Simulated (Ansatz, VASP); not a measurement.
# One calculation of GeP5, two programs

```
Ge P
1.0
     6.14677    0.00000    0.00000
    -3.07339    5.32326    0.00000
     0.00000    0.00000    4.02955
Ge P
1 5
Direct
  0.66667 0.33333 0.50000
  0.13143 0.86857 0.00000
  0.13143 0.26286 0.00000
  0.73714 0.86857 0.00000
  0.33333 0.66667 0.00000
  0.00000 0.00000 0.50000
```

Alike in both runs: functional PBE; k mesh 3 × 3 × 4; occupations gaussian, width 0.1 eV; no spin polarisation.

Ansatz relaxed the structure, and its values are those at the end. VASP's run is a single point on that final structure, the one shown.

|  | VASP | Ansatz |
| --- | --- | --- |
| version | VASP 6.6.1 | Ansatz 0.2.0 |
| potentials or method | VASP PAW PBE potentials, release 64 (Ge_d, P), cutoff 520 eV | scalar-relativistic, plane waves, PAW |
| valence electrons in the cell | 39 | 39 |

VASP gave:

| Quantity | Value |
| --- | --- |
| gap on the k mesh at the Fermi level (eV) | none |
| pressure (GPa) | 0.0 |
| rms of the force components (eV/Å) | 0.000 |

Problem. Estimate Ansatz's values.

Solution. gap on the k mesh at the Fermi level (eV): none; pressure (GPa): 0.2; rms of the force components (eV/Å): 0.003.

A gap of «none» marks a metal or a gap that the smearing closes. With one functional, cell and mesh, what is left measures potentials, basis and numerics.

The k mesh is coarse, so the values compare programs but aren't converged.
